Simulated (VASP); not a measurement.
Input of a VASP 6.6.1 run:

The input INCAR:

```
SYSTEM = LaMgO3
PREC     = Accurate       ! precision mode
ENCUT    = 600            ! plane-wave cutoff, eV
EDIFF    = 1E-6           ! SCF threshold, eV
ISMEAR   = -1             ! smearing method
SIGMA    = 0.1            ! smearing width, eV
LREAL    = .FALSE.        ! projectors in reciprocal space
LASPH    = .TRUE.         ! aspherical terms in the spheres
NELM     = 100            ! most SCF steps
ALGO     = Normal         ! electronic algorithm
ISIF     = 3              ! what is computed and relaxed
LWAVE    = .FALSE.        ! write WAVECAR
LCHARG   = .FALSE.        ! write CHGCAR
GGA      = CA             ! functional
IBRION   = 2              ! ionic algorithm
NSW      = 100            ! ionic steps
EDIFFG   = -0.01          ! ionic threshold
```

Contents of KPOINTS:

```
regular mesh
0
G
  7 7 7
  0 0 0
```

POSCAR

```
LaMgO3
1.0
    3.9457890000      0.0000000000      0.0000000000
    0.0000000000      3.9457890000      0.0000000000
    0.0000000000      0.0000000000      3.9457890000
La Mg O
1 1 3
Direct
    0.0000000000      0.0000000000      0.0000000000
    0.5000000000      0.5000000000      0.5000000000
    0.5000000000      0.5000000000      0.0000000000
    0.5000000000      0.0000000000      0.5000000000
    0.0000000000      0.5000000000      0.5000000000
```

Potentials or basis: VASP PAW LDA potentials, release 64 (La, Mg, O).

Launch:

```sh
$ cat potpaw_LDA.64/La/POTCAR potpaw_LDA.64/Mg/POTCAR potpaw_LDA.64/O/POTCAR > POTCAR
$ mpirun -np 1 vasp_std > vasp.out
```

Task: Estimate the space group after relaxing (to 0.05 Å).

Result: Pm-3m (No. 221).

Task: Predict the relaxed cell.

Result: a = 3.841 Å, b = 3.841 Å, c = 3.841 Å, α = 90.00°, β = 90.00°, γ = 90.00°.

Task: What does it give for the relaxed volume?

Result: 11.34 Å³/atom.

The path:
| step | energy change (eV) | largest force (eV/Å) | pressure (GPa) | volume (Å³) |
| --- | --- | --- | --- | --- |
| 1 | 0.0000 | 0.0000 | -11.26 | 61.43 |
| 2 | -0.1130 | 0.0000 | 8.62 | 54.07 |
| 3 | -0.1799 | 0.0000 | -0.05 | 56.68 |

Caveat: an odd number of electrons without spin polarisation forces a metal; a magnetic or distorted state may lie lower.
